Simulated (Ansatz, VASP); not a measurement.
# Two plane-wave programs on C

```
C
1.0
     1.23306   -3.80598    0.00000
     1.23306    3.80598    0.00000
     0.00000    0.00000    4.27608
C
4
Direct
  0.00001 0.99999 0.16687
  0.50001 0.49999 0.33313
  0.99999 0.00001 0.83313
  0.49999 0.50001 0.66687
```

Alike in both runs: functional PBE; k mesh 6 × 6 × 4; occupations gaussian, width 0.1 eV; no spin polarisation.

Ansatz relaxed the structure, and its values are those at the end. VASP's run is a single point on that final structure, the one shown.

|  | VASP | Ansatz |
| --- | --- | --- |
| version | VASP 6.6.1 | Ansatz 0.2.0 |
| potentials or method | VASP PAW PBE potentials, release 64 (C), cutoff 520 eV | scalar-relativistic, plane waves, PAW |
| valence electrons in the cell | 16 | 16 |

```csv
,VASP,Ansatz,Ansatz less VASP
gap on the k mesh at the Fermi level (eV),0.10,0.10,0.000
least direct gap on the mesh (eV),0.17,0.17,0.000
pressure (GPa),0.5,0.1,-0.39
```

The k mesh is coarse, so the values compare programs but aren't converged.
